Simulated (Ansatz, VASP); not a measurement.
## B: VASP beside Ansatz

Contents of INCAR:

```
PREC = Accurate
ENCUT = 520
EDIFF = 1E-6
ISMEAR = -1
SIGMA = 0.1
LREAL = False
LASPH = True
NELM = 80
ALGO = Normal
ISIF = 2
LWAVE = False
LCHARG = False
GGA = RP
NBANDS = 8
```

File KPOINTS:

```
regular mesh
0
Gamma
  21 21 21
```

Contents of POSCAR:

```
B
1.0
    0.0000000000      1.4407123703      1.4407123703
    1.4407123703      0.0000000000      1.4407123703
    1.4407123703      1.4407123703      0.0000000000
B
1
Direct
    0.0000000000      0.0000000000      0.0000000000
```

Input for Ansatz:

```yaml
crystal:
  lattice:
    - [0.0, 1.4407123703, 1.4407123703]
    - [1.4407123703, 0.0, 1.4407123703]
    - [1.4407123703, 1.4407123703, 0.0]
  atoms:
    - { symbol: B, position: [0.0, 0.0, 0.0] }
hamiltonian:
  xc: rpbe
  pseudopotentials:
    kind: paw
    azcp:
      B: "pseudopotentials/B.paw.azcp"
basis:
  ecutwfc: 420
  fft_grid_basis: typed
kpoints:
  mp_grid: { grid: [21, 21, 21], shift: [0, 0, 0] }
magnetization:
  spin_polarized: false
scf:
  occupations: { method: fermi_dirac, width: 0.1 }
  lower_state_search: "off"
output:
  stress: true
```

Alike in both runs: task single point; functional RPBE; k mesh 21 × 21 × 21; occupations fermi-dirac, width 0.1 eV; no spin polarisation.

|  | VASP | Ansatz |
| --- | --- | --- |
| version | VASP 6.6.1 | Ansatz 0.2.0 |
| potentials or method | VASP PAW PBE potentials, release 64 (B), cutoff 520 eV | plane waves (420 eV) with PAW, scalar-relativistic |
| valence electrons in the cell | 3 | 3 |

|  | VASP | Ansatz | Ansatz less VASP |
| --- | --- | --- | --- |
| pressure (GPa) | -0.1 | 0.0 | +0.19 |

VASP's potentials were made for PBE, not for RPBE. The functional is the same, so the differences come from potentials, cutoffs and numerics.
